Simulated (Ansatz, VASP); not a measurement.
Zn: VASP beside Ansatz

File INCAR:

```
SYSTEM = Zn
  PREC = Accurate
  ENCUT = 520
  EDIFF = 1E-7
  ISMEAR = 0
  SIGMA = 0.15
  LREAL = .FALSE.
  LASPH = .TRUE.
  NELM = 80
  ALGO = Fast
  ISIF = 2
  LWAVE = .FALSE.
  LCHARG = .FALSE.
  GGA = PE
  NBANDS = 19
```

Contents of KPOINTS:

```
Automatic mesh
0
G
  24 24 10
  0 0 0
```

File POSCAR:

```
Zn
1.0
    2.6647980532      0.0000000000      0.0000000000
   -1.3323990266      2.3077828100      0.0000000000
    0.0000000000      0.0000000000      4.9467000000
Zn
2
Direct
    0.3549991503      0.7099983006      0.2500000000
    0.6666666667      0.3333333333      0.7500000000
```

Input for Ansatz:

```yaml
crystal:
  lattice:
    - [2.6647980532, 0.0, 0.0]
    - [-1.3323990266, 2.30778281, 0.0]
    - [0.0, 0.0, 4.9467]
  atoms:
    - { symbol: Zn, position: [0.3549991503, 0.7099983006, 0.25] }
    - { symbol: Zn, position: [0.6666666667, 0.3333333333, 0.75] }
basis:
  ecutwfc: 420
kpoints:
  mp_grid: { grid: [24, 24, 10] }
hamiltonian:
  xc: pbe
scf:
  occupations: { method: gaussian, width: 0.15 }
output:
  forces: true
  stress: true
  eigenvalues: true
```

Alike in both runs: task single point; functional PBE; k mesh 24 × 24 × 10; occupations gaussian, width 0.15 eV; no spin polarisation.

|  | VASP | Ansatz |
| --- | --- | --- |
| version | VASP 6.6.1 | Ansatz 0.2.0 |
| potentials or method | VASP PAW PBE potentials, release 64 (Zn), cutoff 520 eV | scalar-relativistic, plane waves, PAW |
| valence electrons in the cell | 24 | 24 |

Ansatz gave:

```
gap on the k mesh at the Fermi level (eV)                     : none
pressure (GPa)                                                : -0.3
traceless stress, the component that is largest in VASP (GPa) : 1.49
rms of the force components (eV/Å)                            : 0.033
```

Question: What did VASP give for the same quantities?

Answer: gap on the k mesh at the Fermi level (eV): none; pressure (GPa): 0.0; traceless stress, the component that is largest in VASP (GPa): 1.35; rms of the force components (eV/Å): 0.034.

Atom by atom the forces differ by 0.000 eV/Å (rms over components). A gap of «none» marks a metal or a gap that the smearing closes. The functional is the same, so the differences come from potentials, cutoffs and numerics.
